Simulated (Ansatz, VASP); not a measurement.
Two plane-wave programs on Rb

INCAR

```
PREC = Accurate
ENCUT = 520
EDIFF = 1E-6
ISMEAR = 0
SIGMA = 0.15
LREAL = F
LASPH = T
NELM = 100
ALGO = Fast
ISIF = 2
LWAVE = F
LCHARG = F
GGA = PE
NBANDS = 10
```

KPOINTS

```
regular mesh
0
Gamma
  12 12 12
```

POSCAR

```
Rb
1.0
   -2.5815200000      2.5815200000      2.6937600000
    2.5815200000     -2.5815200000      2.6937600000
    2.5815200000      2.5815200000     -2.6937600000
Rb
1
Direct
    0.0000000000      0.0000000000      0.0000000000
```

Input for Ansatz:

```yaml
crystal:
  lattice:
    - [-2.58152, 2.58152, 2.69376]
    - [2.58152, -2.58152, 2.69376]
    - [2.58152, 2.58152, -2.69376]
  atoms:
    - { symbol: Rb, position: [0.0, 0.0, 0.0] }
basis:
  ecutwfc: 420
kpoints:
  mp_grid: { grid: [12, 12, 12] }
hamiltonian:
  xc: pbe
scf:
  occupations: { method: gaussian, width: 0.15 }
output:
  forces: true
  stress: true
  eigenvalues: true
```

Change from the starting cell: strain -0.080 along x and y, -0.040 along z, atoms carried along.

Alike in both runs: task single point; functional PBE; k mesh 12 × 12 × 12; occupations gaussian, width 0.15 eV; no spin polarisation.

|  | VASP | Ansatz |
| --- | --- | --- |
| version | VASP 6.6.1 | Ansatz 0.2.0 |
| potentials or method | VASP PAW PBE potentials, release 64 (Rb_sv), cutoff 520 eV | scalar-relativistic, plane waves, PAW |
| valence electrons in the cell | 9 | 9 |

|  | VASP | Ansatz | Ansatz less VASP |
| --- | --- | --- | --- |
| gap on the k mesh at the Fermi level (eV) | none | none | - |
| pressure (GPa) | 1.0 | 1.0 | 0.00 |

A gap of «none» marks a metal or a gap that the smearing closes. The functional is the same, so the differences come from potentials, cutoffs and numerics.
